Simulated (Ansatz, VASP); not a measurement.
# One calculation of Si2W, two programs

```
Si W
1.0
    -1.58232    1.58232    4.09599
     1.58232   -1.58232    4.09599
     1.58232    1.58232   -4.09599
Si W
2 1
Direct
  0.33457 0.33457 0.00000
  0.66543 0.66543 0.00000
  0.00000 0.00000 0.00000
```

Alike in both runs: task single point; functional PBE; k mesh 18 × 18 × 18; occupations gaussian, width 0.15 eV; no spin polarisation.

|  | VASP | Ansatz |
| --- | --- | --- |
| version | VASP 6.6.1 | Ansatz 0.2.0 |
| potentials or method | VASP PAW PBE potentials, release 64 (Si, W_sv), cutoff 520 eV | scalar-relativistic, plane waves, PAW |
| valence electrons in the cell | 22 | 22 |

VASP gave:

```
gap on the k mesh at the Fermi level (eV)                     : none
pressure (GPa)                                                : -0.2
traceless stress, the component that is largest in VASP (GPa) : -14.52
rms of the force components (eV/Å)                            : 0.014
```

Task: Which values does Ansatz return?

Result: gap on the k mesh at the Fermi level (eV): none; pressure (GPa): -0.2; traceless stress, the component that is largest in VASP (GPa): -14.47; rms of the force components (eV/Å): 0.016.

Atom by atom the forces differ by 0.002 eV/Å (rms over components). A gap of «none» marks a metal or a gap that the smearing closes. The functional is the same, so the differences come from potentials, cutoffs and numerics.

Spin-orbit coupling is off throughout.
